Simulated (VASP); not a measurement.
Sb, 3 atoms in the cell. The cell holds a slab with vacuum, 3 atoms: a = 3.389 Å, b = 3.389 Å, c = 21.534 Å, α = 90.00°, β = 90.00°, γ = 120.00°. 

- Program: VASP 6.6.1
- Task: relaxation of the atoms
- Functional: PBE
- Potentials or basis: VASP PAW PBE potentials, release 64 (Sb)
- Cutoff: 520 eV
- k mesh: 11 × 11 × 1
- Occupations: fermi-dirac, width 0.1 eV
- Spin: no spin polarisation
- Dipole correction: yes
- Further INCAR settings: ALGO = Normal; EDIFF = 1e-07; IBRION = 2; EDIFFG = -0.01; NSW = 60

Potentials or basis: VASP PAW PBE potentials, release 64 (Sb).

Command:

```bash
$ cat potpaw_PBE.64/Sb/POTCAR > POTCAR
$ mpirun -np 1 vasp_std > vasp.out
```

Hardware: 1 thread of AMD EPYC 7R13, with other jobs on the host.

Q: How long does it take, and how much memory?

A: Wall time 7.9 min on 1 thread of AMD EPYC 7R13, with other jobs on the host, peak memory 0.33 GiB. Counts: scf iterations 69, k points 16, ion steps 6.
